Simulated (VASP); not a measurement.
# Ru: relaxation of cell and atoms with PBE

Ru:

```
Ru
1.0
     2.72003    0.00000    0.00000
    -1.36001    2.35561    0.00000
     0.00000    0.00000    4.29677
Ru
2
Direct
  0.33333 0.66667 0.25000
  0.66667 0.33333 0.75000
```

| Quantity | Value |
| --- | --- |
| Program | VASP 6.6.1 |
| Task | relaxation of cell and atoms |
| Functional | PBE |
| Potentials or basis | VASP PAW PBE potentials, release 64 (Ru_pv) |
| Cutoff | 600 eV |
| k mesh | 18 × 18 × 10 |
| Occupations | fermi-dirac, width 0.15 eV |
| Spin | no spin polarisation |
| Dipole correction | no |
| Further INCAR settings | ALGO = Fast; EDIFF = 1e-06; IBRION = 2; EDIFFG = -0.001; NSW = 80; ISIF = 3 |

- Relaxed volume: 13.78 Å³/atom
- Relaxed cell: a = 2.722 Å, b = 2.722 Å, c = 4.297 Å, α = 90.00°, β = 90.00°, γ = 120.00°
- Space group after relaxing (to 0.1 Å): P6_3/mmc (No. 194)
- Energy gained by relaxing: 0.0 meV/atom
- Ionic steps: 23
- Pressure after relaxing: 0.0 GPa
- Band gap on the k mesh: zero (bands 14 and 15 overlap by 3.06 eV)

Final structure:
```xyz
2
Lattice="2.7218 0.0000 0.0000 -1.3609 2.3571 0.0000 0.0000 0.0000 4.2969" Properties=species:S:1:pos:R:3 pbc="T T T"
Ru    0.0000    1.5714    1.0742
Ru    1.3609    0.7857    3.2227
```

Levels at points of the mesh, in eV from the Fermi level:
```tsv
k point	band 12	band 13	band 14	band 15	band 16	band 17
(0.00, 0.00, 0.00)	-1.88	-1.88	-1.39	-1.39	1.14	1.14
(0.50, 0.00, 0.00)	-1.79	-1.49	1.36	1.78	1.87	3.97
(0.00, 0.00, 0.50)	-2.72	-2.66	-2.66	0.52	0.52	0.52
(0.50, 0.00, 0.50)	-1.05	0.43	0.43	1.62	1.62	3.32
```

Run time: 8.9 min on 1 thread of Intel(R) Xeon(R) Platinum 8259CL CPU @ 2.50GHz (Skylake/Cascade Lake), with other jobs on the host, peak memory 0.25 GiB.
